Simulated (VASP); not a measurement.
NaF, 2 atoms in the cell. Symmetry: Fm-3m, No. 225, cubic system. The conventional cell has a = 4.594 Å, b = 4.594 Å, c = 4.594 Å, α = 90.00°, β = 90.00°, γ = 90.00°. Within 3.0 Å of Na (site symmetry m-3m) lie 6 F at 2.30 Å. F (site symmetry m-3m) has 6 Na at 2.30 Å within 3.0 Å. 

| Item | Value |
| --- | --- |
| Program | VASP 6.6.1 |
| Task | relaxation of cell and atoms |
| Functional | r2SCAN |
| Potentials or basis | VASP PAW PBE potentials, release 64 (Na_pv, F) |
| Cutoff | 600 eV |
| k mesh | 8 × 8 × 8 |
| Occupations | gaussian, width 0.01 eV |
| Spin | no spin polarisation |
| Dipole correction | no |
| Further INCAR settings | ALGO = Normal; EDIFF = 1e-07; IBRION = 2; EDIFFG = -0.001; NSW = 80; ISIF = 3 |

Potentials or basis: VASP PAW PBE potentials, release 64 (Na_pv, F).

Command:

```bash
$ cat potpaw_PBE.64/Na_pv/POTCAR potpaw_PBE.64/F/POTCAR > POTCAR
$ cp INCAR.step1 INCAR
$ mpirun -np 1 vasp_std > vasp.out
$ cp INCAR.step2 INCAR
$ mpirun -np 1 vasp_std > vasp.out
```

Hardware: 1 thread of AMD EPYC 7R43 64-Core Processor (Zen 3) (shared host).

Task: How long does it take, and how much memory?

Result: Wall time 3.6 min on 1 thread of AMD EPYC 7R43 64-Core Processor (Zen 3), on a shared host, peak memory 0.12 GiB. Counts: k points 29, ion steps 4.
